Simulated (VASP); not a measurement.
TiAl, 2 atoms in the cell. The structure is hexagonal, space group P-6m2 (No. 187). The conventional cell has a = 2.929 Å, b = 2.929 Å, c = 4.699 Å, α = 90.00°, β = 90.00°, γ = 120.00°. Ti (site symmetry -6m2) has 6 Al at 2.89 Å and 6 Ti at 2.93 Å within 3.8 Å. Within 3.8 Å of Al (site symmetry -6m2) lie 6 Ti at 2.89 Å and 6 Al at 2.93 Å. 

| Property | Result |
| --- | --- |
| Program | VASP 6.6.1 |
| Task | single point |
| Functional | HF |
| Potentials or basis | VASP PAW PBE potentials, release 64 (Ti_sv, Al) |
| Cutoff | 520 eV |
| k mesh | 6 × 6 × 3 |
| Occupations | fermi-dirac, width 0.05 eV |
| Spin | no spin polarisation |
| Dipole correction | no |
| Grid for exact exchange (PRECFOCK) | Normal |
| Further INCAR settings | ALGO = Normal; EDIFF = 1e-06; NBANDS = 14 |
| Share of exact exchange | 1 |

Potentials or basis: VASP PAW PBE potentials, release 64 (Ti_sv, Al).

Run with:

```console
$ cat potpaw_PBE.64/Ti_sv/POTCAR potpaw_PBE.64/Al/POTCAR > POTCAR
$ cp INCAR.step1 INCAR
$ mpirun -np 1 vasp_std > vasp.out
$ cp INCAR.step2 INCAR
$ mpirun -np 1 vasp_std > vasp.out
```

Hardware: 1 thread of Intel(R) Xeon(R) Platinum 8481C CPU @ 2.70GHz (Sapphire Rapids), on a shared host.

Question: How long does it take, and how much memory?

Answer: Run time: 23 min on 1 thread of Intel(R) Xeon(R) Platinum 8481C CPU @ 2.70GHz (Sapphire Rapids), on a shared host, peak memory 0.17 GiB. Counts: k points 14.
